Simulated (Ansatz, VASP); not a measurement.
**Two plane-wave programs on Mo**

```
CELL_PARAMETERS angstrom
0.00000 2.84404 2.84404
2.84404 0.00000 2.84404
2.84404 2.84404 0.00000
ATOMIC_POSITIONS crystal
Mo 0.00000 0.00000 0.00000
Mo 0.25000 0.25000 0.25000
```

Alike in both runs: functional PBE; k mesh 11 × 11 × 11; occupations fermi-dirac, width 0.05 eV; no spin polarisation.

Ansatz relaxed the structure, and its values are those at the end. VASP's run is a single point on that final structure, the one shown.

|  | VASP | Ansatz |
| --- | --- | --- |
| version | VASP 6.6.1 | Ansatz 0.2.0 |
| potentials or method | VASP PAW PBE potentials, release 64 (Mo_sv) | PAW with Ansatz's default frozen-core files, scalar-relativistic |
| plane-wave cutoff (eV) | 520 | 420 |
| valence electrons in the cell | 28 | 28 |

VASP gave:

```
pressure (GPa) : 0.4
```

Q: Which values does Ansatz return?

A: Pressure (GPa): 0.0.
